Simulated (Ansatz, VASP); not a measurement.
**CoO in VASP and in Ansatz**

File INCAR:

```
SYSTEM = CoO
  ALGO = Normal
  EDIFF = 1E-6
  ENCUT = 600
  GGA = PS
  GGA_COMPAT = .FALSE.
  ISIF = 2
  ISMEAR = -1
  ISPIN = 2
  LASPH = .TRUE.
  LCHARG = .FALSE.
  LMAXMIX = 4
  LORBIT = 11
  LREAL = .FALSE.
  LWAVE = .FALSE.
  MAGMOM = 2 0
  NBANDS = 18
  NELM = 200
  PREC = Accurate
  SIGMA = 0.05
```

The input KPOINTS:

```
k-points
0
G
  16 16 16
  0 0 0
```

File POSCAR:

```
CoO
1.0
    0.0000000000      2.1385814474      2.1385814474
    2.1385814474      0.0000000000      2.1385814474
    2.1385814474      2.1385814474      0.0000000000
Co O
1 1
Direct
    0.0000000000      0.0000000000      0.0000000000
    0.5000000000      0.5000000000      0.5000000000
```

Input for Ansatz:

```yaml
crystal:
  lattice:
    - [0.0, 2.1385814474, 2.1385814474]
    - [2.1385814474, 0.0, 2.1385814474]
    - [2.1385814474, 2.1385814474, 0.0]
  atoms:
    - { symbol: Co, position: [0.0, 0.0, 0.0], spin: 2.0 }
    - { symbol: O, position: [0.5, 0.5, 0.5] }
magnetization:
  spin_polarized: true
kpoints:
  mp_grid: { grid: [16, 16, 16] }
  band_path:
    path:
      - [0.0, 0.0, 0.0]
      - [0.5, 0.0, 0.5]
      - [0.625, 0.25, 0.625]
      - [0.375, 0.375, 0.75]
      - [0.0, 0.0, 0.0]
      - [0.5, 0.5, 0.5]
      - [0.5, 0.25, 0.75]
      - [0.5, 0.0, 0.5]
    npoints: 5
scf:
  occupations: { method: fermi_dirac, width: 0.05 }
hamiltonian:
  xc: pbesol
  pseudopotentials: { kind: all_electron, lapw: { basis_error: 0.0005 } }
output:
  forces: true
  stress: true
  eigenvalues: true
```

Change from the starting cell: volume scaled by 1.01.

Alike in both runs: task single point; functional PBEsol; k mesh 16 × 16 × 16; occupations fermi-dirac, width 0.05 eV; collinear spin.

|  | VASP | Ansatz |
| --- | --- | --- |
| version | VASP 6.6.1 | Ansatz 0.2.0 |
| potentials or method | VASP PAW PBE potentials, release 64 (Co, O), cutoff 600 eV | all-electron LAPW, scalar-relativistic |

```csv
,VASP,Ansatz,Ansatz less VASP
pressure (GPa),-13.1,-12.3,+0.87
net moment per atom (μB),1.48,1.49,+0.008
size of the moment on the site where the two differ most (μB),2.58,2.61,+0.029
```

VASP's potentials were made for PBE, not for PBEsol. Site moments also hang on the region over which each program counts them. Ansatz ran all-electron here, and VASP with PAW potentials.
